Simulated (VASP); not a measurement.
AlN: relaxation of cell and atoms with PBE+D4

AlN:

```
CELL_PARAMETERS angstrom
0.00000 2.03452 2.03452
2.03452 0.00000 2.03452
2.03452 2.03452 0.00000
ATOMIC_POSITIONS crystal
Al 0.50000 0.50000 0.50000
N 0.00000 0.00000 0.00000
```

| Property | Result |
| --- | --- |
| Program | VASP 6.6.1 |
| Task | relaxation of cell and atoms |
| Functional | PBE |
| Dispersion | D4 |
| Potentials or basis | VASP PAW PBE potentials, release 64 (Al, N) |
| Cutoff | 600 eV |
| k mesh | 11 × 11 × 11 |
| Occupations | fermi-dirac, width 0.05 eV |
| Spin | no spin polarisation |
| Dipole correction | no |
| Further INCAR settings | ALGO = Normal; EDIFF = 1e-06; IBRION = 2; EDIFFG = -0.01; NSW = 60; ISIF = 3 |

```
Relaxed volume                         : 8.20 Å³/atom
Relaxed cell                           : a = 2.852 Å, b = 2.852 Å, c = 2.852 Å, α = 60.00°, β = 60.00°, γ = 60.00°
Space group after relaxing (to 0.05 Å) : Fm-3m (No. 225)
Energy gained by relaxing              : 4.8 meV/atom
Ionic steps                            : 3
Pressure after relaxing                : 0.0 GPa
Band gap on the k mesh                 : 4.81 eV, indirect (least direct gap 5.79 eV)
Dispersion energy per atom             : -0.373 eV
```

Step by step:
```tsv
step	energy change (eV)	largest force (eV/Å)	pressure (GPa)	volume (Å³)
1	0.0000	0.0000	-6.78	16.84
2	-0.0010	0.0000	7.05	15.99
3	-0.0097	0.0000	-0.03	16.40
```

Final structure:
```
Al N
1.0
     0.00000    2.01638    2.01638
     2.01638    0.00000    2.01638
     2.01638    2.01638    0.00000
Al N
1 1
Direct
  0.50000 0.50000 0.50000
  0.00000 0.00000 0.00000
```

Levels at points of the mesh, in eV from the valence-band top:
```csv
k point,band 1,band 2,band 3,band 4,band 5,band 6,band 7,band 8
"(0.00, 0.00, 0.00)",-17.62,0.00,0.00,0.00,5.79,12.19,12.19,12.19
```

Run time: 34 s on 1 thread of Intel Xeon 8259CL, with other jobs on the host, peak memory 0.14 GiB.

A k mesh can miss the band edges.
